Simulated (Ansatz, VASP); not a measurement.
# Mg3Se4 in VASP and in Ansatz

```xyz
7
Lattice="7.5133 -1.6129 0.0612 7.5133 1.6129 0.0612 -3.2251 0.0000 6.4545" Properties=species:S:1:pos:R:3 pbc="T T T"
Mg    0.0000    0.0000    0.0000
Mg    8.8731    0.0000    4.7379
Mg    2.9283    0.0000    1.8390
Se    6.4618    0.0000    6.2816
Se    5.3396    0.0000    0.2953
Se   11.4373    0.0000    3.8113
Se    0.3641    0.0000    2.7656
```

Change from the starting cell: species swapped into the Cr3Te4 type (C2/m, No. 12).

Alike in both runs: functional PBE; k mesh 10 × 10 × 6; occupations gaussian, width 0.1 eV; no spin polarisation.

Ansatz relaxed the structure, and its values are those at the end. VASP's run is a single point on that final structure, the one shown.

|  | VASP | Ansatz |
| --- | --- | --- |
| version | VASP 6.6.1 | Ansatz 0.2.0 |
| potentials or method | VASP PAW PBE potentials, release 64 (Mg, Se), cutoff 520 eV | scalar-relativistic, plane waves, PAW |
| valence electrons in the cell | 30 | 94 |

VASP gave:

* gap on the k mesh at the Fermi level (eV): none
* pressure (GPa): -0.1
* rms of the force components (eV/Å): 0.003

Problem. Estimate Ansatz's values.

Solution. gap on the k mesh at the Fermi level (eV): none; pressure (GPa): 0.0; rms of the force components (eV/Å): 0.002.

A gap of «none» marks a metal or a gap that the smearing closes. The functional is the same, so the differences come from potentials, cutoffs and numerics. VASP's potentials hold 30 valence electrons a cell and Ansatz's 94, so a difference there can come from the potentials and not from the codes.
